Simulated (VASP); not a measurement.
# Hf2Si (I4/mcm) in VASP: single point with r2SCAN

Aim: the single point of Hf2Si with r2SCAN.

All numbers are computed with VASP 6.6.1; they aren't measurements. Logs are shortened: lines on timing, memory, paths and dates and some standing lists are left out, and cuts for length are marked.

## 1. The cell of the first run

The structure is tetragonal, space group I4/mcm (No. 140). Conventional cell: a = 6.402 Å, b = 6.402 Å, c = 5.053 Å, α = 90.00°, β = 90.00°, γ = 90.00°. Within 3.6 Å of Hf (site symmetry m2m) lie 4 Si at 2.73 Å and 11 Hf at 2.83 to 3.42 Å. Si (site symmetry 422) has 2 Si at 2.53 Å and 8 Hf at 2.73 Å within 3.3 Å.

## 2. Single point, r2SCAN

POSCAR reads:

```
Hf2Si
1.0
   -3.2008673268      3.2008673268      2.5265456444
    3.2008673268     -3.2008673268      2.5265456444
    3.2008673268      3.2008673268     -2.5265456444
Hf Si
4 2
Direct
    0.8437176805      0.6562823195      0.5000000000
    0.3437176805      0.8437176805      0.1874353610
    0.1562823195      0.3437176805      0.5000000000
    0.6562823195      0.1562823195      0.8125646390
    0.7500000000      0.7500000000      0.0000000000
    0.2500000000      0.2500000000      0.0000000000
```

INCAR.step1 reads:

```
SYSTEM = Hf2Si
PREC = Accurate
ENCUT = 520
ISMEAR = 0
SIGMA = 0.1
LREAL = .False.
LASPH = .True.
NELM = 100
NBANDS = 33
GGA = PE
ALGO = Normal
EDIFF = 1E-4
LWAVE = .True.
LCHARG = .False.
```

INCAR.step2 reads:

```
SYSTEM = Hf2Si
PREC = Accurate
ENCUT = 520
EDIFF = 1E-6
ISMEAR = 0
SIGMA = 0.1
LREAL = .False.
LASPH = .True.
NELM = 100
ALGO = Normal
ISIF = 2
LWAVE = .False.
LCHARG = .False.
METAGGA = R2SCAN
LMIXTAU = .True.
NBANDS = 33
ISTART = 1
```

KPOINTS reads:

```
regular mesh
0
Gamma
  10 10 10
  0 0 0
```

Potentials or basis: VASP PAW PBE potentials, release 64 (Hf_pv, Si).

Launch:

```bash
cat potpaw_PBE.64/Hf_pv/POTCAR potpaw_PBE.64/Si/POTCAR > POTCAR
cp INCAR.step1 INCAR
mpirun -np 1 vasp_std > vasp.out
cp INCAR.step2 INCAR
mpirun -np 1 vasp_std > vasp.out
```

OUTCAR:

```text
SYSTEM = Hf2Si
   PREC = Accurate
   ENCUT = 520
   EDIFF = 1E-6
   ISMEAR = 0
   LREAL = .False.
   LASPH = .True.
   NELM = 100
   ISIF = 2
   METAGGA = R2SCAN
   ISTART = 1

 ion  position               nearest neighbor table
   1  0.844  0.656  0.500-   6 2.73   5 2.73   5 2.73   6 2.73   3 2.83   3 3.04   3 3.04   4 3.22
                             2 3.22   4 3.22   2 3.22   2 3.42   4 3.42   2 3.42   4 3.42
   2  0.344  0.844  0.187-   5 2.73   6 2.73   6 2.73   5 2.73   4 2.83   4 3.04   4 3.04   1 3.22
                             3 3.22   3 3.22   1 3.22   3 3.42   1 3.42   1 3.42   3 3.42
   3  0.156  0.344  0.500-   5 2.73   6 2.73   6 2.73   5 2.73   1 2.83   1 3.04   1 3.04   4 3.22
                             2 3.22   4 3.22   2 3.22   4 3.42   2 3.42   4 3.42   2 3.42
   4  0.656  0.156  0.813-   5 2.73   6 2.73   6 2.73   5 2.73   2 2.83   2 3.04   2 3.04   1 3.22
                             3 3.22   3 3.22   1 3.22   1 3.42   3 3.42   1 3.42   3 3.42
   5  0.750  0.750  0.000-   6 2.53   6 2.53   2 2.73   4 2.73   3 2.73   1 2.73   1 2.73   4 2.73
                             3 2.73   2 2.73
   6  0.250  0.250  0.000-   5 2.53   5 2.53   2 2.73   4 2.73   2 2.73   1 2.73   3 2.73   1 2.73
                             4 2.73   3 2.73

  LATTYP: Found a body centered tetragonal cell.
 ALAT       =     6.4017346536
 C/A-ratio  =     0.7893315737

  Lattice vectors:

 A1 = (  -3.2008673268,   3.2008673268,   2.5265456444)
 A2 = (   3.2008673268,  -3.2008673268,   2.5265456444)
 A3 = (   3.2008673268,   3.2008673268,  -2.5265456444)

Analysis of symmetry for initial positions (statically):
=====================================================================
 Subroutine PRICEL returns:
 Original cell was already a primitive cell.

 Routine SETGRP: Setting up the symmetry group for a
 body centered tetragonal supercell.

 Subroutine GETGRP returns: Found 16 space group operations
 (whereof  8 operations were pure point group operations)
 out of a pool of 16 trial point group operations.

The static configuration has the point symmetry C_4h.
 The point group associated with its full space group is D_4h.

Analysis of symmetry for dynamics (positions and initial velocities):
=====================================================================
 Subroutine PRICEL returns:
 Original cell was already a primitive cell.

 Routine SETGRP: Setting up the symmetry group for a
 body centered tetragonal supercell.

 Subroutine GETGRP returns: Found 16 space group operations
 (whereof  8 operations were pure point group operations)
 out of a pool of 16 trial point group operations.

The dynamic configuration has the point symmetry C_4h.
[... 108 lines left out ...]
   EDIFF  = 0.1E-05   stopping-criterion for ELM
   LREAL  =      F    real-space projection
   EDIFFG = 0.1E-04   stopping-criterion for IOM
   NSW    =      0    number of steps for IOM
   IBRION =     -1    ionic relax: 0-MD 1-quasi-New 2-CG
   NFREE  =      0    steps in history (QN), initial steepest desc. (CG)
   ISIF   =      2    stress and relaxation
   ISYM   =      2    0-nonsym 1-usesym 2-fastsym
   POTIM  = 0.5000    time-step for ionic-motion
   TEBEG  =    0.0;   TEEND  =   0.0 temperature during run
   PSTRESS=    0.0 pullay stress
   NELECT =      48.0000    total number of electrons
   NUPDOWN=      -1.0000    fix difference up-down
   EMIN   =  10.00;   EMAX   =-10.00  energy-range for DOS
   EFERMI =   0.00;   METHOD = LEGACY
   ISMEAR =     0;   SIGMA  =   0.10  broadening in eV -4-tet -1-fermi 0-gaus
   EFERMI_NEDOS =   21; number of points for ismear=-14 and -15
   IALGO  =     38    algorithm
   IMIX   =      4    mixing-type and parameters
     AMIX     =   0.40;   BMIX     =  1.00
     AMIX_MAG =   1.60;   BMIX_MAG =  1.00
  volume/ion in A,a.u.               =      17.26       116.46
  Fermi-wavevector in a.u.,A,eV,Ry     =   1.267013  2.394307 21.841732  1.605322
  Thomas-Fermi vector in A             =   2.400183
   LORBIT       =      0    0 simple, 1 ext, 2 COOP (PROOUT), +10 PAW based schemes
   METAGGA = R2SCAN    functional components
   LHFCALC =     F    Hartree Fock is set to
   AEXX    =    0.0000 exact exchange contribution
   IVDW    =     0    specifies the selected vdW correction
   LEPSILON=     F    determine dielectric tensor
   LRPA    =     F    only Hartree local field effects (RPA)
 non-spin polarized calculation
 Gauss-broadening in eV      SIGMA  =   0.10
  energy-cutoff  :      520.00
  volume of cell :      103.54
 maximum number of plane-waves:      2816
   NGX = 19   NGY = 19   NGZ = 19

 number of electron      48.0000002 magnetization

 Free energy of the ion-electron system (eV)
  ---------------------------------------------------
  ext. energy  EPLUGINS =         0.00000000
  ---------------------------------------------------
  free energy    TOTEN  =      -202.65741041 eV

  energy without entropy =     -202.64752664  energy(sigma->0) =     -202.65246853

 E-fermi :   6.5762     XC(G=0): -12.7567

 val. band max:        6.5758368622   @ k =   0.5000   0.5000   0.4000
 cond. band min:       6.5915915738   @ k =  -0.2000  -0.2000   0.1000
 fundamental gap:      0.0157547117
 Fermi energy:         6.5762285957

 k-point     1 :       0.0000    0.0000    0.0000
  band No.  band energies     occupation
      1     -24.7490      2.00000
      2     -24.7367      2.00000
      3     -24.5548      2.00000
      4     -24.5548      2.00000
      5     -24.5228      2.00000
      6     -24.5228      2.00000
[... 853 lines left out ...]
     32      11.4461      0.00000
     33      11.5539      0.00000

 [... further k-points ...]
[... 5 lines left out ...]
  --------------------------------------------------------------------------------------
  -------------------------------------------------------------------------------------
  Total        7.5035038      7.5035038      7.4175543      0.0000000      0.0000000      0.0000000
  in kB      116.1053422    116.1053422    114.7754032      0.0000000      0.0000000      0.0000000
  external PRESSURE =     115.6620292 kB  Pullay stress =       0.0000000 kB

 VOLUME and BASIS-vectors are now :
 -----------------------------------------------------------------------------
  energy-cutoff  :      520.00
  volume of cell :      103.54
      direct lattice vectors                 reciprocal lattice vectors
    -3.200867327  3.200867327  2.526545644     0.000000000  0.156207662  0.197898661
     3.200867327 -3.200867327  2.526545644     0.156207662  0.000000000  0.197898661
     3.200867327  3.200867327 -2.526545644     0.156207662  0.156207662  0.000000000

 POSITION                                       TOTAL-FORCE (eV/Angst)
 -----------------------------------------------------------------------------------
      1.00048      2.20039      2.52655        -0.013253      0.013253     -0.000000
      2.20039     -1.00048      2.52655         0.013253      0.013253      0.000000
      2.20039      1.00048      0.00000         0.013253     -0.013253     -0.000000
      1.00048      4.20135      0.00000        -0.013253     -0.013253     -0.000000
      0.00000      0.00000      3.78982         0.000000      0.000000     -0.000000
      0.00000      0.00000      1.26327         0.000000     -0.000000     -0.000000
 -----------------------------------------------------------------------------------
    total drift:                                0.000000     -0.000000      0.000000

  FREE ENERGIE OF THE ION-ELECTRON SYSTEM (eV)
  ---------------------------------------------------
  free  energy   TOTEN  =      -202.6574104075 eV

  energy  without entropy=     -202.6475266450  energy(sigma->0) =     -202.65246853
```

OUTCAR.step1:

```text
SYSTEM = Hf2Si
   PREC = Accurate
   ENCUT = 520
   ISMEAR = 0
   LREAL = .False.
   LASPH = .True.
[... 1109 lines left out ...]
      1.00048      4.20135      0.00000         0.032667      0.032667      0.000000
      0.00000      0.00000      3.78982        -0.000000      0.000000     -0.000000
      0.00000      0.00000      1.26327        -0.000000      0.000000     -0.000000
 -----------------------------------------------------------------------------------
    total drift:                                0.000000     -0.000000      0.000000

  FREE ENERGIE OF THE ION-ELECTRON SYSTEM (eV)
  ---------------------------------------------------
  free  energy   TOTEN  =       -54.6581305186 eV

  energy  without entropy=      -54.6465425652  energy(sigma->0) =      -54.65233654
```

Wall time 11 min (1 thread of Intel Xeon Platinum 8559C (Emerald Rapids), shared host); peak memory 0.45 GiB.

What came out:

```
Free energy            : -202.6574 eV
Pressure               : 11.6 GPa
Largest force          : 0.019 eV/Å
Band gap on the k mesh : zero (band 24 reaches 7.20 eV, above the bottom of band 25 at 6.30 eV)
```

Forces in eV/Å, atoms in the order of the input:
```
Hf  -0.013  0.013  0.000
Hf   0.013  0.013  0.000
Hf   0.013 -0.013  0.000
Hf  -0.013 -0.013  0.000
Si   0.000  0.000  0.000
Si   0.000  0.000  0.000
```

Stress tensor (GPa, compression positive):
```
11.61  0.00  0.00
 0.00 11.61  0.00
 0.00  0.00 11.48
```

Levels at points of the mesh, in eV from the Fermi level:
```csv
k point,band 22,band 23,band 24,band 25,band 26,band 27
"(0.00, 0.00, 0.00)",-1.53,-1.25,-0.99,2.29,2.45,2.47
"(0.50, 0.00, 0.00)",-0.87,-0.62,-0.62,0.26,0.26,2.23
"(0.50, 0.50, 0.00)",-1.23,-0.83,-0.45,1.44,1.56,1.94
"(0.50, 0.50, 0.50)",-0.60,0.10,0.37,0.41,0.41,1.45
```

Caveat: the PAW data sets were made with another functional, which shifts forces and pressure a little; spin-orbit coupling is left out, which moves the levels of the heavy elements.
